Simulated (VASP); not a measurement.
# Al (P6_3/mmc) in VASP: a series of runs, part 2 of 2

VASP 6.6.1.

## 5. Single point, LDA

This run uses another cell than the first one, of 14.91 Å³/atom, 1.005 times its volume.

INCAR reads:

```
ALGO = Normal
EDIFF = 1E-7
ENCUT = 520
GGA = CA
ISIF = 2
ISMEAR = 0
LASPH = True
LCHARG = False
LREAL = False
LWAVE = False
NBANDS = 10
NELM = 80
PREC = Accurate
SIGMA = 0.15
```

KPOINTS reads:

```
k-points
0
Gamma
  18 18 10
```

POSCAR reads:

```
Al
1.0
    2.7814000000      0.0000000000      0.0000000000
   -1.3907000000      2.4087630581      0.0000000000
    0.0000000000      0.0000000000      4.4519000000
Al
2
Direct
    0.6666666667      0.3333333333      0.7500000000
    0.3333333333      0.6666666667      0.2500000000
```

Potentials or basis: VASP PAW LDA potentials, release 64 (Al).

Command:

```console
> cat potpaw_LDA.64/Al/POTCAR > POTCAR
> mpirun -np 1 vasp_std > vasp.out
```

OUTCAR:

```text
EDIFF = 1E-7
   ENCUT = 520
   GGA = CA
   ISIF = 2
   ISMEAR = 0
   LASPH = True
   LREAL = False
   NELM = 80
   PREC = Accurate

 ion  position               nearest neighbor table
   1  0.667  0.333  0.750-   2 2.74   2 2.74   2 2.74   2 2.74   2 2.74   2 2.74
   2  0.333  0.667  0.250-   1 2.74   1 2.74   1 2.74   1 2.74   1 2.74   1 2.74

  LATTYP: Found a hexagonal cell.
 ALAT       =     2.7814000000
 C/A-ratio  =     1.6005968217

  Lattice vectors:

 A1 = (   2.7814000000,   0.0000000000,   0.0000000000)
 A2 = (  -1.3907000000,   2.4087630581,   0.0000000000)
 A3 = (   0.0000000000,   0.0000000000,   4.4519000000)

Analysis of symmetry for initial positions (statically):
=====================================================================
 Subroutine PRICEL returns:
 Original cell was already a primitive cell.

 Routine SETGRP: Setting up the symmetry group for a
 hexagonal supercell.

 Subroutine GETGRP returns: Found 24 space group operations
 (whereof 12 operations were pure point group operations)
 out of a pool of 24 trial point group operations.

The static configuration has the point symmetry D_3d.
 The point group associated with its full space group is D_6h.

Analysis of symmetry for dynamics (positions and initial velocities):
=====================================================================
 Subroutine PRICEL returns:
 Original cell was already a primitive cell.

 Routine SETGRP: Setting up the symmetry group for a
 hexagonal supercell.

 Subroutine GETGRP returns: Found 24 space group operations
 (whereof 12 operations were pure point group operations)
 out of a pool of 24 trial point group operations.

The dynamic configuration has the point symmetry D_3d.
 The point group associated with its full space group is D_6h.

 Subroutine INISYM returns: Found 24 space group operations
 (whereof 12 operations are pure point group operations),
[... 120 lines left out ...]
   LORBIT       =      0    0 simple, 1 ext, 2 COOP (PROOUT), +10 PAW based schemes
   GGA     = CA    functional components
   LHFCALC =     F    Hartree Fock is set to
   AEXX    =    0.0000 exact exchange contribution
   IVDW    =     0    specifies the selected vdW correction
   LEPSILON=     F    determine dielectric tensor
   LRPA    =     F    only Hartree local field effects (RPA)
 non-spin polarized calculation
 Gauss-broadening in eV      SIGMA  =   0.15
  energy-cutoff  :      520.00
  volume of cell :       29.83
 maximum number of plane-waves:       818
 NGX is ok and might be reduce to    24
   NGX = 11   NGY = 11   NGZ = 17

 number of electron       6.0000000 magnetization

 Free energy of the ion-electron system (eV)
  ---------------------------------------------------
  ext. energy  EPLUGINS =         0.00000000
  ---------------------------------------------------
  free energy    TOTEN  =        -8.27491365 eV

  energy without entropy =       -8.26534320  energy(sigma->0) =       -8.27012842

 E-fermi :   8.8841     XC(G=0): -10.7243

 val. band max:        8.8819286702   @ k =   0.2778   0.0556   0.2000
 cond. band min:       8.8909481969   @ k =   0.2222   0.2222   0.1000
 fundamental gap:      0.0090195267
 Fermi energy:         8.8841276139

 k-point     1 :       0.0000    0.0000    0.0000
  band No.  band energies     occupation
      1      -2.9359      2.00000
      2       4.0464      2.00000
      3       4.5991      2.00000
      4      19.8432      0.00000
      5      19.8432      0.00000
      6      20.1144      0.00000
      7      20.1144      0.00000
      8      21.7012      0.00000
      9      23.5826      0.00000
     10      25.0134      0.00000
[... 287 lines left out ...]
 k-point    24 :       0.3889    0.1111    0.0000
  band No.  band energies     occupation
      1       2.2117      2.00000
      2       4.8691      2.00000
      3       8.8356      1.35245
      4       9.5764      0.00000
      5      11.2371      0.00000
      6      11.5685      0.00000
      7      13.1832      0.00000
      8      18.1311      0.00000
      9      18.8914      0.00000
     10      19.6912      0.00000

 [... further k-points ...]

------------------------ aborting loop because EDIFF is reached ----------------------------------------

  FORCE on cell =-STRESS in cart. coord.  units (eV):
  Direction    XX          YY          ZZ          XY          YZ          ZX
  --------------------------------------------------------------------------------------
  -------------------------------------------------------------------------------------
  Total        1.0376666      1.0376666      1.4606159     -0.0000000     -0.0000000      0.0000000
  in kB       55.7398113     55.7398113     78.4591633     -0.0000000     -0.0000000      0.0000000
  external PRESSURE =      63.3129286 kB  Pullay stress =       0.0000000 kB

 VOLUME and BASIS-vectors are now :
 -----------------------------------------------------------------------------
  energy-cutoff  :      520.00
  volume of cell :       29.83
      direct lattice vectors                 reciprocal lattice vectors
     2.781400000  0.000000000  0.000000000     0.359531171  0.207575419  0.000000000
    -1.390700000  2.408763058  0.000000000     0.000000000  0.415150837  0.000000000
     0.000000000  0.000000000  4.451900000     0.000000000  0.000000000  0.224623195

 POSITION                                       TOTAL-FORCE (eV/Angst)
 -----------------------------------------------------------------------------------
      1.39070      0.80292      3.33893         0.000000      0.000000      0.000000
     -0.00000      1.60584      1.11298        -0.000000     -0.000000      0.000000
 -----------------------------------------------------------------------------------
    total drift:                                0.000000     -0.000000     -0.000000

  FREE ENERGIE OF THE ION-ELECTRON SYSTEM (eV)
  ---------------------------------------------------
  free  energy   TOTEN  =        -8.2749136510 eV

  energy  without entropy=       -8.2653431970  energy(sigma->0) =       -8.27012842
```

OSZICAR:

```text
N       E                     dE             d eps       ncg     rms          rms(c)
DAV:   1    -0.426880188988E+00   -0.42688E+00   -0.23898E+03  4448   0.480E+02
DAV:   2    -0.818212882868E+01   -0.77552E+01   -0.74071E+01  5808   0.566E+01
DAV:   3    -0.834194164079E+01   -0.15981E+00   -0.15875E+00  5850   0.650E+00
DAV:   4    -0.834244777934E+01   -0.50614E-03   -0.50611E-03  5266   0.415E-01
DAV:   5    -0.834245017271E+01   -0.23934E-05   -0.23934E-05  5354   0.291E-02    0.219E+00
DAV:   6    -0.830134597454E+01    0.41104E-01   -0.44839E-03  4930   0.305E-01    0.122E+00
DAV:   7    -0.827514751025E+01    0.26198E-01   -0.10378E-02  4640   0.455E-01    0.207E-01
DAV:   8    -0.827491425322E+01    0.23326E-03   -0.16322E-04  6092   0.687E-02    0.139E-02
DAV:   9    -0.827491368361E+01    0.56961E-06   -0.71745E-07  5176   0.521E-03    0.180E-03
DAV:  10    -0.827491365097E+01    0.32639E-07   -0.58427E-08  3902   0.976E-04
   1 F= -.82749137E+01 E0= -.82701284E+01  d E =-.957045E-02
```

stdout:

```text
POSCAR found type information on POSCAR Al
 POSCAR found :  1 types and       2 ions
 scaLAPACK will be used
 LDA part: xc-table for (Slater(with rela. corr.)+CA(PZ))
 , standard interpolation
 POSCAR, INCAR and KPOINTS ok, starting setup
 FFT: planning ... GRIDC
 FFT: planning ... GRID_SOFT
 FFT: planning ... GRID
 WAVECAR not read
 entering main loop
```

Run time: 19 s. Hardware: 1 thread of Intel Xeon 6975P-C (Granite Rapids), shared host; peak memory 0.16 GiB.

Results:

| Item | Value |
| --- | --- |
| Free energy | -8.2749 eV |
| Pressure | 6.3 GPa |
| Band gap on the k mesh | zero (band 3 reaches 13.53 eV, above the bottom of band 4 at 5.50 eV) |

## 6. Summary

| cell | gap on the mesh (eV) | pressure (GPa) |
| --- | --- | --- |
| a = 2.704, b = 2.704, c = 4.686 Å, angles 90.0, 90.0, 120.0°, 2 atoms | none | 7.2 |
| a = 2.655, b = 2.655, c = 4.874 Å, angles 90.0, 90.0, 120.0°, 2 atoms | none | 8.4 |
| a = 2.802, b = 2.802, c = 4.405 Å, angles 90.0, 90.0, 120.0°, 2 atoms | none | 6.0 |
| a = 2.781, b = 2.781, c = 4.452 Å, angles 90.0, 90.0, 120.0°, 2 atoms | none | 6.3 |

Alike in all rows: task single point; level LDA; potentials or basis VASP PAW LDA potentials, release 64 (Al); no spin polarisation; k mesh 18 × 18 × 10; cutoff (eV) 520; smearing gaussian 0.15 eV.

Total energies depend on the potentials used, so only differences within one code and one set of settings carry meaning.
